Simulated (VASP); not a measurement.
# P2Pb (I4/mmm) in VASP: a series of runs, part 2 of 2

VASP 6.6.1. Earlier steps stand in the parts before.

**3. Single point, r2SCAN**

This run uses another cell than the first one, of 28.43 Å³/atom.

POSCAR

```
P2Pb
1.0
   -2.0568674556      2.0568674556      5.0391566630
    2.0568674556     -2.0568674556      5.0391566630
    2.0568674556      2.0568674556     -5.0391566630
P Pb
2 1
Direct
    0.6022131568      0.6022131568      0.0000000000
    0.3977868432      0.3977868432      0.0000000000
    0.0000000000      0.0000000000      0.0000000000
```

INCAR.step1

```
PREC = Accurate
ENCUT = 520
ISMEAR = 0
SIGMA = 0.1
LREAL = False
LASPH = True
NELM = 100
NBANDS = 19
GGA = PE
ALGO = Normal
EDIFF = 1E-4
LWAVE = True
LCHARG = False
```

INCAR.step2

```
PREC = Accurate
ENCUT = 520
EDIFF = 1E-6
ISMEAR = 0
SIGMA = 0.1
LREAL = False
LASPH = True
NELM = 100
ALGO = Normal
ISIF = 2
LWAVE = False
LCHARG = True
METAGGA = R2SCAN
LMIXTAU = True
LELF = True
LVHAR = True
NBANDS = 19
ISTART = 1
```

KPOINTS

```
regular mesh
0
Gamma
  6 6 6
```

Potentials or basis: VASP PAW PBE potentials, release 64 (P, Pb_d).

Launch:

```
$ cat potpaw_PBE.64/P/POTCAR potpaw_PBE.64/Pb_d/POTCAR > POTCAR
$ cp INCAR.step1 INCAR
$ mpirun -np 1 vasp_std > vasp.out
$ cp INCAR.step2 INCAR
$ mpirun -np 1 vasp_std > vasp.out
```

OUTCAR:

```text
PREC = Accurate
   ENCUT = 520
   EDIFF = 1E-6
   ISMEAR = 0
   LREAL = False
   LASPH = True
   NELM = 100
   ISIF = 2
   METAGGA = R2SCAN
   ISTART = 1

 ion  position               nearest neighbor table
   1  0.602  0.602  0.000-   2 2.06   3 3.09   3 3.09   3 3.09   3 3.09
   2  0.398  0.398  0.000-   1 2.06   3 3.09   3 3.09   3 3.09   3 3.09
   3  0.000  0.000  0.000-   1 3.09   1 3.09   1 3.09   2 3.09   1 3.09   2 3.09   2 3.09   2 3.09

  LATTYP: Found a body centered tetragonal cell.
[... 724 lines left out ...]

  FORCE on cell =-STRESS in cart. coord.  units (eV):
  Direction    XX          YY          ZZ          XY          YZ          ZX
  --------------------------------------------------------------------------------------
  -------------------------------------------------------------------------------------
  Total       -0.0088439     -0.0088439     -0.2368926      0.0000000      0.0000000      0.0000000
  in kB       -0.1661585     -0.1661585     -4.4507345      0.0000000      0.0000000      0.0000000
  external PRESSURE =      -1.5943505 kB  Pullay stress =       0.0000000 kB

 VOLUME and BASIS-vectors are now :
 -----------------------------------------------------------------------------
  energy-cutoff  :      520.00
  volume of cell :       85.28
      direct lattice vectors                 reciprocal lattice vectors
    -2.056867456  2.056867456  5.039156663     0.000000000  0.243088099  0.099222952
     2.056867456 -2.056867456  5.039156663     0.243088099  0.000000000  0.099222952
     2.056867456  2.056867456 -5.039156663     0.243088099  0.243088099  0.000000000

 POSITION                                       TOTAL-FORCE (eV/Angst)
 -----------------------------------------------------------------------------------
      0.00000      0.00000      6.06929        -0.000000     -0.000000     -0.115289
      0.00000      0.00000      4.00902         0.000000      0.000000      0.115289
      0.00000      0.00000      0.00000        -0.000000     -0.000000     -0.000000
 -----------------------------------------------------------------------------------
    total drift:                               -0.000000     -0.000000      0.000000

  FREE ENERGIE OF THE ION-ELECTRON SYSTEM (eV)
  ---------------------------------------------------
  free  energy   TOTEN  =       -73.1633065536 eV

  energy  without entropy=      -73.1566253056  energy(sigma->0) =      -73.15996593
```

OUTCAR.step1:

```text
PREC = Accurate
   ENCUT = 520
   ISMEAR = 0
   LREAL = False
   LASPH = True
[... 754 lines left out ...]
      0.00000      0.00000      6.06929        -0.000000     -0.000000      0.316527
      0.00000      0.00000      4.00902         0.000000      0.000000     -0.316527
      0.00000      0.00000      0.00000         0.000000      0.000000     -0.000000
 -----------------------------------------------------------------------------------
    total drift:                               -0.000000     -0.000000      0.000000

  FREE ENERGIE OF THE ION-ELECTRON SYSTEM (eV)
  ---------------------------------------------------
  free  energy   TOTEN  =       -13.2940964500 eV

  energy  without entropy=      -13.2874881304  energy(sigma->0) =      -13.29079229
```

OSZICAR.step1:

```text
N       E                     dE             d eps       ncg     rms          rms(c)
DAV:   1     0.180003146623E+03    0.18000E+03   -0.10842E+04  1140   0.119E+03
DAV:   2     0.111895182459E+01   -0.17888E+03   -0.17316E+03  1192   0.302E+02
DAV:   3    -0.133762153134E+02   -0.14495E+02   -0.14280E+02  1580   0.927E+01
DAV:   4    -0.137504624617E+02   -0.37425E+00   -0.37376E+00  1332   0.163E+01
DAV:   5    -0.137663872238E+02   -0.15925E-01   -0.15923E-01  1657   0.351E+00    0.633E+00
DAV:   6    -0.133241517169E+02    0.44224E+00   -0.84807E-01  1675   0.663E+00    0.347E+00
DAV:   7    -0.132935789007E+02    0.30573E-01   -0.43637E-01  1428   0.308E+00    0.107E+00
DAV:   8    -0.132945878857E+02   -0.10090E-02   -0.69900E-02  1301   0.194E+00    0.574E-01
DAV:   9    -0.132941703358E+02    0.41755E-03   -0.60994E-03  1541   0.590E-01    0.167E-01
DAV:  10    -0.132940964500E+02    0.73886E-04   -0.73248E-04  1266   0.185E-01
   1 F= -.13294096E+02 E0= -.13290792E+02  d E =-.660832E-02
```

Run time: 2.7 min. Hardware: 1 thread of Intel Xeon 6975P-C (Granite Rapids), shared host; peak memory 0.37 GiB.

Results:

| Quantity | Value |
| --- | --- |
| Free energy | -73.1633 eV |
| Pressure | -0.2 GPa |
| Largest force | 0.115 eV/Å |
| Band gap on the k mesh | zero (bands 12 and 13 overlap by 2.13 eV) |

Forces on the atoms (eV/Å):
```
P    0.000  0.000 -0.115
P    0.000  0.000  0.115
Pb   0.000  0.000  0.000
```

Caveat: the PAW data sets were made with another functional, which shifts forces and pressure a little; spin-orbit coupling is left out, which moves the levels of the heavy elements.
